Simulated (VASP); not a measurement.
Here is a VASP 6.6.1 calculation.

INCAR

```
SYSTEM = Re
ALGO     = Normal         ! electronic algorithm
EDIFF    = 1E-7           ! SCF threshold, eV
ENCUT    = 520            ! plane-wave cutoff, eV
GGA      = PE             ! functional
ISIF     = 2              ! what is computed and relaxed
ISMEAR   = 0              ! smearing method
LASPH    = .True.         ! aspherical terms in the spheres
LCHARG   = .False.        ! write CHGCAR
LREAL    = .False.        ! projectors in reciprocal space
LWAVE    = .False.        ! write WAVECAR
NBANDS   = 14             ! bands
NELM     = 60             ! most SCF steps
PREC     = Accurate       ! precision mode
SIGMA    = 0.05           ! smearing width, eV
```

The input KPOINTS:

```
k-points
0
Gamma
  7 7 7
  0 0 0
```

The input POSCAR:

```
Re
1.0
    0.0000000000      2.7083094779      2.7083094779
    2.7083094779      0.0000000000      2.7083094779
    2.7083094779      2.7083094779      0.0000000000
Re
2
Direct
    0.0000000000      0.0000000000      0.0000000000
    0.2500000000      0.2500000000      0.2500000000
```

Potentials or basis: VASP PAW PBE potentials, release 64 (Re).

Launch:

```bash
$ cat potpaw_PBE.64/Re/POTCAR > POTCAR
$ mpirun -np 1 vasp_std > vasp.out
```

**Question.** What does it give for the band gap on the k mesh?

**Answer.** Zero (band 7 reaches 5.32 eV, above the bottom of band 8 at 4.24 eV).

**Question.** Estimate the pressure.

**Answer.** 27.0 GPa.

Caveat: spin-orbit coupling is left out, which moves the levels of the heavy elements.
